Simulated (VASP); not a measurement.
The system is HfS2.

```
CELL_PARAMETERS angstrom
3.61068 0.00000 0.00000
-1.80534 3.12694 0.00000
0.00000 0.00000 6.07265
ATOMIC_POSITIONS crystal
Hf 0.00000 0.00000 0.00000
S 0.66667 0.33333 0.76645
S 0.33333 0.66667 0.23355
```

| Quantity | Value |
| --- | --- |
| Program | VASP 6.6.1 |
| Task | relaxation of shape and atoms at fixed volume |
| Functional | r2SCAN |
| Potentials or basis | VASP PAW PBE potentials, release 64 (Hf_pv, S) |
| Cutoff | 550 eV |
| k mesh | 12 × 12 × 6 |
| Occupations | gaussian, width 0.02 eV |
| Spin | no spin polarisation |

At the start: pressure 2.4 GPa; volume 22.85 Å³/atom.

Q: How do energy, volume and symmetry change on relaxing?

A: Over 6 steps the energy falls by 3.3 meV/atom; space group P-3m1 (No. 164, to 0.1 Å) before and after.

Step by step:
| step | energy change (eV) | largest force (eV/Å) | pressure (GPa) | volume (Å³) |
| --- | --- | --- | --- | --- |
| 1 | 0.0000 | 0.3071 | 2.41 | 68.56 |
| 2 | -0.0068 | 0.1213 | 1.46 | 68.56 |
| 3 | -0.0085 | 0.0091 | 0.80 | 68.56 |
| 4 | -0.0085 | 0.0238 | 0.73 | 68.56 |
| 5 | -0.0098 | 0.0073 | 0.54 | 68.56 |
| 6 | -0.0099 | 0.0004 | 0.46 | 68.56 |

Final structure:
```cif
data_structure
_symmetry_space_group_name_H-M 'P 1'
_symmetry_Int_Tables_number 1
_cell_length_a 3.6300
_cell_length_b 3.6300
_cell_length_c 6.0081
_cell_angle_alpha 90.000
_cell_angle_beta 90.000
_cell_angle_gamma 120.000
_cell_volume 68.56
loop_
_atom_site_label
_atom_site_type_symbol
_atom_site_fract_x
_atom_site_fract_y
_atom_site_fract_z
_atom_site_occupancy
Hf1 Hf 0.00000 0.00000 0.00000 1
S1 S 0.66667 0.33333 0.76171 1
S2 S 0.33333 0.66667 0.23829 1
```

Caveat: the PAW data sets were made with another functional, which shifts forces and pressure a little.
